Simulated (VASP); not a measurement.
# Y4Be (Im-3m) in VASP: notebook

Runs on Y4Be. Level: PBE. Tasks: single point, relaxation of cell and atoms.

Everything below comes from runs of VASP 6.6.1. Logs are shortened: lines on timing, memory, paths and dates and some standing lists are left out, and cuts for length are marked.

## (1) The cell of the first run

It takes space group Im-3m (No. 229, cubic). The conventional cell has a = 6.656 Å, b = 6.656 Å, c = 6.656 Å, α = 90.00°, β = 90.00°, γ = 90.00°. Y (site symmetry -3m) has 2 Be at 2.88 Å and 6 Y at 3.33 Å within 3.8 Å. Be (site symmetry m-3m) has 8 Y at 2.88 Å within 3.8 Å.

## (2) Single point, PBE

INCAR reads:

```
SYSTEM = Y4Be
  ALGO = Normal
  EDIFF = 1E-6
  ENCUT = 520
  GGA = PE
  ISIF = 2
  ISMEAR = 0
  LASPH = .True.
  LCHARG = .False.
  LREAL = .False.
  LWAVE = .False.
  NBANDS = 31
  NELM = 100
  PREC = Accurate
  SIGMA = 0.1
```

KPOINTS reads:

```
k-points
0
Gamma
  4 4 4
  0 0 0
```

POSCAR reads:

```
Y4Be
1.0
   -3.3279900738      3.3279900738      3.3279900738
    3.3279900738     -3.3279900738      3.3279900738
    3.3279900738      3.3279900738     -3.3279900738
Y Be
4 1
Direct
    0.5000000000      0.5000000000      0.5000000000
    0.0000000000      0.0000000000      0.5000000000
    0.0000000000      0.5000000000      0.0000000000
    0.5000000000      0.0000000000      0.0000000000
    0.0000000000      0.0000000000      0.0000000000
```

Potentials or basis: VASP PAW PBE potentials, release 64 (Y_sv, Be).

Run with:

```
$ cat potpaw_PBE.64/Y_sv/POTCAR potpaw_PBE.64/Be/POTCAR > POTCAR
$ mpirun -np 1 vasp_std > vasp.out
```

OUTCAR:

```text
SYSTEM = Y4Be
   EDIFF = 1E-6
   ENCUT = 520
   GGA = PE
   ISIF = 2
   ISMEAR = 0
   LASPH = .True.
   LREAL = .False.
   NELM = 100
   PREC = Accurate

 ion  position               nearest neighbor table
   1  0.500  0.500  0.500-   5 2.88   5 2.88   4 3.33   2 3.33   4 3.33   3 3.33   2 3.33   3 3.33

   2  0.000  0.000  0.500-   5 2.88   5 2.88   4 3.33   1 3.33   3 3.33   3 3.33   4 3.33   1 3.33

   3  0.000  0.500  0.000-   5 2.88   5 2.88   4 3.33   1 3.33   2 3.33   2 3.33   1 3.33   4 3.33

   4  0.500  0.000  0.000-   5 2.88   5 2.88   3 3.33   1 3.33   1 3.33   2 3.33   2 3.33   3 3.33

   5  0.000  0.000  0.000-   1 2.88   2 2.88   3 2.88   4 2.88   2 2.88   3 2.88   4 2.88   1 2.88

  LATTYP: Found a body centered cubic cell.
 ALAT       =     6.6559801476

  Lattice vectors:

 A1 = (  -3.3279900738,   3.3279900738,   3.3279900738)
 A2 = (   3.3279900738,  -3.3279900738,   3.3279900738)
 A3 = (   3.3279900738,   3.3279900738,  -3.3279900738)

Analysis of symmetry for initial positions (statically):
=====================================================================
 Subroutine PRICEL returns:
 Original cell was already a primitive cell.

 Routine SETGRP: Setting up the symmetry group for a
 body centered cubic supercell.

 Subroutine GETGRP returns: Found 48 space group operations
 (whereof 48 operations were pure point group operations)
 out of a pool of 48 trial point group operations.

The static configuration has the point symmetry O_h .

Analysis of symmetry for dynamics (positions and initial velocities):
=====================================================================
 Subroutine PRICEL returns:
 Original cell was already a primitive cell.

 Routine SETGRP: Setting up the symmetry group for a
 body centered cubic supercell.

 Subroutine GETGRP returns: Found 48 space group operations
 (whereof 48 operations were pure point group operations)
 out of a pool of 48 trial point group operations.

The dynamic configuration has the point symmetry O_h .

 Subroutine INISYM returns: Found 48 space group operations
 (whereof 48 operations are pure point group operations),
 and found     1 'primitive' translations

----------------------------------------------------------------------------------------

                                     Primitive cell

  volume of cell :     147.4369

  direct lattice vectors                    reciprocal lattice vectors
    -3.327990074  3.327990074  3.327990074     0.000000000  0.150240833  0.150240833
     3.327990074 -3.327990074  3.327990074     0.150240833  0.000000000  0.150240833
     3.327990074  3.327990074 -3.327990074     0.150240833  0.150240833  0.000000000

  length of vectors
     5.764247895  5.764247895  5.764247895     0.212472623  0.212472623  0.212472623

  position of ions in fractional coordinates (direct lattice)
     0.500000000  0.500000000  0.500000000
     0.000000000  0.000000000  0.500000000
     0.000000000  0.500000000  0.000000000
     0.500000000  0.000000000  0.000000000
     0.000000000  0.000000000  0.000000000

  ion indices of the primitive-cell ions
   primitive index   ion index
                 1           1
                 2           2
                 3           3
                 4           4
                 5           5

----------------------------------------------------------------------------------------

 KPOINTS: k-points

Automatic generation of k-mesh.
 Grid dimensions read from file:
 generate k-points for:    4    4    4

 Generating k-lattice:

  Cartesian coordinates                     Fractional coordinates (reciprocal lattice)
     0.000000000  0.037560208  0.037560208     0.250000000  0.000000000  0.000000000
     0.037560208  0.000000000  0.037560208     0.000000000  0.250000000  0.000000000
     0.037560208  0.037560208  0.000000000     0.000000000  0.000000000  0.250000000

  Length of vectors
     0.053118156  0.053118156  0.053118156

  Shift w.r.t. Gamma in fractional coordinates (k-lattice)
     0.000000000  0.000000000  0.000000000

 Subroutine IBZKPT returns following result:
 ===========================================

 Found      8 irreducible k-points:

 Following reciprocal coordinates:
            Coordinates               Weight
  0.000000  0.000000  0.000000      1.000000
  0.250000  0.000000  0.000000     12.000000
  0.500000  0.000000  0.000000      6.000000
  0.250000  0.250000  0.000000     24.000000
  0.250000  0.250000  0.250000      2.000000
 -0.250000  0.250000  0.250000      6.000000
  0.500000  0.500000  0.250000     12.000000
  0.500000  0.500000  0.500000      1.000000
   k-points           NKPTS =      8   k-points in BZ     NKDIM =      8   number of bands    NBANDS=     31
   number of dos      NEDOS =    301   number of ions     NIONS =      5
   total plane-waves  NPLWV = 110592
   dimension x,y,z NGX =    48 NGY =   48 NGZ =   48
   dimension x,y,z NGXF=    96 NGYF=   96 NGZF=   96
   ions per type =               4   1
   NGX,Y,Z   is equivalent  to a cutoff of  13.84, 13.84, 13.84 a.u.
   NGXF,Y,Z  is equivalent  to a cutoff of  27.69, 27.69, 27.69 a.u.
 SYSTEM =  Y4Be
   PREC   = accura    normal or accurate (medium, high low for compatibility)
   ISTART =      0    job   : 0-new  1-cont  2-samecut
   ICHARG =      2    charge: 1-file 2-atom 10-const
   ISPIN  =      1    spin polarized calculation?
   LNONCOLLINEAR =      F non collinear calculations
   LSORBIT =      F    spin-orbit coupling
   LASPH  =      T    aspherical Exc in radial PAW
   ENCUT  =  520.0 eV  38.22 Ry    6.18 a.u.  10.72 10.72 10.72*2*pi/ulx,y,z
   NELM   =    100;   NELMIN=  2; NELMDL= -5     # of ELM steps
   EDIFF  = 0.1E-05   stopping-criterion for ELM
   LREAL  =      F    real-space projection
   EDIFFG = 0.1E-04   stopping-criterion for IOM
   NSW    =      0    number of steps for IOM
   IBRION =     -1    ionic relax: 0-MD 1-quasi-New 2-CG
   NFREE  =      0    steps in history (QN), initial steepest desc. (CG)
   ISIF   =      2    stress and relaxation
   ISYM   =      2    0-nonsym 1-usesym 2-fastsym
   POTIM  = 0.5000    time-step for ionic-motion
   TEBEG  =    0.0;   TEEND  =   0.0 temperature during run
   PSTRESS=    0.0 pullay stress
   NELECT =      46.0000    total number of electrons
   NUPDOWN=      -1.0000    fix difference up-down
   EMIN   =  10.00;   EMAX   =-10.00  energy-range for DOS
   EFERMI =   0.00;   METHOD = LEGACY
   ISMEAR =     0;   SIGMA  =   0.10  broadening in eV -4-tet -1-fermi 0-gaus
   EFERMI_NEDOS =   21; number of points for ismear=-14 and -15
   IALGO  =     38    algorithm
   IMIX   =      4    mixing-type and parameters
     AMIX     =   0.40;   BMIX     =  1.00
     AMIX_MAG =   1.60;   BMIX_MAG =  1.00
  volume/ion in A,a.u.               =      29.49       198.99
  Fermi-wavevector in a.u.,A,eV,Ry     =   1.110347  2.098252 16.774223  1.232871
  Thomas-Fermi vector in A             =   2.246898
   LORBIT       =      0    0 simple, 1 ext, 2 COOP (PROOUT), +10 PAW based schemes
   GGA     = PE    functional components
   LHFCALC =     F    Hartree Fock is set to
   AEXX    =    0.0000 exact exchange contribution
   IVDW    =     0    specifies the selected vdW correction
   LEPSILON=     F    determine dielectric tensor
   LRPA    =     F    only Hartree local field effects (RPA)
 non-spin polarized calculation
 Gauss-broadening in eV      SIGMA  =   0.10
  energy-cutoff  :      520.00
  volume of cell :      147.44
 maximum number of plane-waves:      4028
 NGX is ok and might be reduce to    48
   NGX = 21   NGY = 21   NGZ = 21

 number of electron      46.0000002 magnetization

 Free energy of the ion-electron system (eV)
  ---------------------------------------------------
  ext. energy  EPLUGINS =         0.00000000
  ---------------------------------------------------
  free energy    TOTEN  =       -27.08860913 eV

  energy without entropy =      -27.05330335  energy(sigma->0) =      -27.07095624

 E-fermi :   2.8349     XC(G=0):  -9.2387

 val. band max:        2.8108188712   @ k =  -0.2500   0.2500   0.2500
 cond. band min:       2.8668222904   @ k =   0.5000   0.0000   0.0000
 fundamental gap:      0.0560034192
 Fermi energy:         2.8349491310

 k-point     1 :       0.0000    0.0000    0.0000
  band No.  band energies     occupation
      1     -40.0604      2.00000
      2     -39.9546      2.00000
      3     -39.9546      2.00000
      4     -39.9546      2.00000
      5     -20.3203      2.00000
      6     -20.3203      2.00000
[... 23 lines left out ...]
     30       5.8845      0.00000
     31       5.8846      0.00000

 k-point     2 :       0.2500    0.0000    0.0000
  band No.  band energies     occupation
      1     -40.0448      2.00000
      2     -39.9700      2.00000
      3     -39.9549      2.00000
      4     -39.9549      2.00000
      5     -20.3007      2.00000
      6     -20.2993      2.00000
[... 23 lines left out ...]
     30       4.8652      0.00000
     31       5.1570      0.00000

 k-point     3 :       0.5000    0.0000    0.0000
  band No.  band energies     occupation
      1     -40.0073      2.00000
      2     -40.0073      2.00000
      3     -39.9552      2.00000
      4     -39.9552      2.00000
      5     -20.2918      2.00000
      6     -20.2915      2.00000
[... 23 lines left out ...]
     30       4.8738      0.00000
     31       4.9156      0.00000

 k-point     4 :       0.2500    0.2500    0.0000
  band No.  band energies     occupation
      1     -40.0183      2.00000
      2     -39.9811      2.00000
      3     -39.9811      2.00000
      4     -39.9446      2.00000
      5     -20.2700      2.00000
      6     -20.2074      2.00000
[... 23 lines left out ...]
     30       4.8397      0.00000
     31       5.0631      0.00000

 k-point     5 :       0.2500    0.2500    0.2500
  band No.  band energies     occupation
      1     -39.9814      2.00000
      2     -39.9814      2.00000
      3     -39.9814      2.00000
      4     -39.9814      2.00000
      5     -20.0627      2.00000
      6     -20.0627      2.00000
[... 23 lines left out ...]
     30       5.0129      0.00000
     31       5.0130      0.00000

 k-point     6 :      -0.2500    0.2500    0.2500
  band No.  band energies     occupation
      1     -40.0337      2.00000
      2     -39.9808      2.00000
      3     -39.9808      2.00000
      4     -39.9295      2.00000
      5     -20.3611      2.00000
      6     -20.2930      2.00000
[... 23 lines left out ...]
     30       4.9821      0.00000
     31       5.6108      0.00000

 k-point     7 :       0.5000    0.5000    0.2500
  band No.  band energies     occupation
      1     -40.0070      2.00000
      2     -40.0070      2.00000
      3     -39.9916      2.00000
      4     -39.9190      2.00000
      5     -20.3617      2.00000
      6     -20.3079      2.00000
[... 23 lines left out ...]
     30       5.1687      0.00000
     31       5.4325      0.00000

 k-point     8 :       0.5000    0.5000    0.5000
  band No.  band energies     occupation
      1     -40.0067      2.00000
      2     -40.0067      2.00000
      3     -40.0067      2.00000
      4     -39.9041      2.00000
      5     -20.4014      2.00000
      6     -20.4014      2.00000
[... 23 lines left out ...]
     30       5.0822      0.00000
     31       5.0822      0.00000

------------------------ aborting loop because EDIFF is reached ----------------------------------------

  FORCE on cell =-STRESS in cart. coord.  units (eV):
  Direction    XX          YY          ZZ          XY          YZ          ZX
  --------------------------------------------------------------------------------------
  -------------------------------------------------------------------------------------
  Total        0.0386646      0.0386646      0.0386646      0.0000000      0.0000000     -0.0000000
  in kB        0.4201632      0.4201632      0.4201632      0.0000000      0.0000000     -0.0000000
  external PRESSURE =       0.4201632 kB  Pullay stress =       0.0000000 kB

 VOLUME and BASIS-vectors are now :
 -----------------------------------------------------------------------------
  energy-cutoff  :      520.00
  volume of cell :      147.44
      direct lattice vectors                 reciprocal lattice vectors
    -3.327990074  3.327990074  3.327990074     0.000000000  0.150240833  0.150240833
     3.327990074 -3.327990074  3.327990074     0.150240833  0.000000000  0.150240833
     3.327990074  3.327990074 -3.327990074     0.150240833  0.150240833  0.000000000

 POSITION                                       TOTAL-FORCE (eV/Angst)
 -----------------------------------------------------------------------------------
      1.66400      1.66400      1.66400         0.000000      0.000000      0.000000
      1.66400      1.66400     -1.66400        -0.000000      0.000000     -0.000000
      1.66400     -1.66400      1.66400         0.000000      0.000000     -0.000000
     -1.66400      1.66400      1.66400        -0.000000     -0.000000      0.000000
      0.00000      0.00000      0.00000         0.000000     -0.000000      0.000000
 -----------------------------------------------------------------------------------
    total drift:                                0.000000      0.000000     -0.000000

  FREE ENERGIE OF THE ION-ELECTRON SYSTEM (eV)
  ---------------------------------------------------
  free  energy   TOTEN  =       -27.0886091305 eV

  energy  without entropy=      -27.0533033473  energy(sigma->0) =      -27.07095624
```

Run time: 36 s. Hardware: 1 thread of AMD EPYC 9R45 (Zen 5), shared host; peak memory 0.3 GiB.

What came out:

```yaml
Free_energy: -27.0886 eV
Pressure: 0.0 GPa
Band_gap_on_the_k_mesh: zero (band 23 reaches 2.98 eV, above the bottom of band 24 at 2.66 eV)
```

Levels at points of the mesh, in eV from the Fermi level:
```csv
k point,band 20,band 21,band 22,band 23,band 24,band 25,band 26,band 27
"(0.00, 0.00, 0.00)",-1.61,-0.46,-0.46,0.14,0.14,0.14,1.11,1.11
"(0.50, 0.00, 0.00)",-1.07,-0.87,-0.45,0.03,0.28,0.43,0.53,0.79
"(0.50, 0.50, 0.50)",-2.28,-0.80,-0.80,-0.80,-0.08,-0.08,0.26,0.26
```

## (3) Relaxation of cell and atoms, PBE

This run uses another cell than the first one, of 25.17 Å³/atom, 0.853 times its volume.

INCAR reads:

```
PREC = Accurate ; ENCUT = 600
EDIFF = 1E-6 ; ISMEAR = 0
SIGMA = 0.1 ; LREAL = False
LASPH = True ; NELM = 100
ALGO = Normal ; ISIF = 3
LWAVE = False ; LCHARG = False
GGA = PE ; IBRION = 2
NSW = 90 ; EDIFFG = -0.04
```

KPOINTS reads:

```
regular mesh
0
Gamma
  4 4 4
```

POSCAR, as its differences from that of step 2:

```diff
@@ -2,5 +2,5 @@
 1.0
-   -3.3279900738      3.3279900738      3.3279900738
-    3.3279900738     -3.3279900738      3.3279900738
-    3.3279900738      3.3279900738     -3.3279900738
+   -3.1568145200      3.1568145200      3.1568145200
+    3.1568145200     -3.1568145200      3.1568145200
+    3.1568145200      3.1568145200     -3.1568145200
 Y Be
```

Potentials or basis: VASP PAW PBE potentials, release 64 (Y_sv, Be).

Run with:

```
$ cat potpaw_PBE.64/Y_sv/POTCAR potpaw_PBE.64/Be/POTCAR > POTCAR
$ mpirun -np 1 vasp_std > vasp.out
```

Run time: 1.7 min. Hardware: 1 thread of AMD EPYC 9R45 (Zen 5), shared host; peak memory 0.32 GiB.

Results (log left out):

```
Free energy                            : -27.0878 eV
Relaxed volume                         : 29.52 Å³/atom
Relaxed cell                           : a = 5.766 Å, b = 5.766 Å, c = 5.766 Å, α = 109.47°, β = 109.47°, γ = 109.47°
Space group after relaxing (to 0.05 Å) : Im-3m (No. 229)
Energy gained by relaxing              : 96.6 meV/atom
Ionic steps                            : 3
Pressure after relaxing                : 0.0 GPa
Band gap on the k mesh                 : zero (band 23 reaches 2.97 eV, above the bottom of band 24 at 2.65 eV)
```

The path:
| step | energy change (eV) | largest force (eV/Å) | pressure (GPa) | volume (Å³) |
| --- | --- | --- | --- | --- |
| 1 | 0.0000 | 0.0000 | 7.95 | 125.84 |
| 2 | -0.4787 | 0.0000 | -0.57 | 149.99 |
| 3 | -0.4829 | 0.0000 | 0.02 | 147.59 |

Final structure:
```yaml
crystal:
  lattice:
    - [-3.32911, 3.32911, 3.32911]
    - [3.32911, -3.32911, 3.32911]
    - [3.32911, 3.32911, -3.32911]
  atoms:
    - { symbol: Y, position: [0.50000, 0.50000, 0.50000] }
    - { symbol: Y, position: [0.00000, 0.00000, 0.50000] }
    - { symbol: Y, position: [0.00000, 0.50000, 0.00000] }
    - { symbol: Y, position: [0.50000, 0.00000, 0.00000] }
    - { symbol: Be, position: [0.00000, 0.00000, 0.00000] }
```

Levels at points of the mesh, in eV from the Fermi level:
| k point | band 21 | band 22 | band 23 | band 24 | band 25 | band 26 |
| --- | --- | --- | --- | --- | --- | --- |
| (0.00, 0.00, 0.00) | -0.46 | -0.46 | 0.14 | 0.14 | 0.14 | 1.11 |
| (0.50, 0.00, 0.00) | -0.87 | -0.45 | 0.03 | 0.28 | 0.43 | 0.53 |
| (0.50, 0.50, 0.50) | -0.80 | -0.80 | -0.80 | -0.08 | -0.08 | 0.26 |

Caveat: the volume moved by over 15 % at a fixed basis, so the end points are rough.
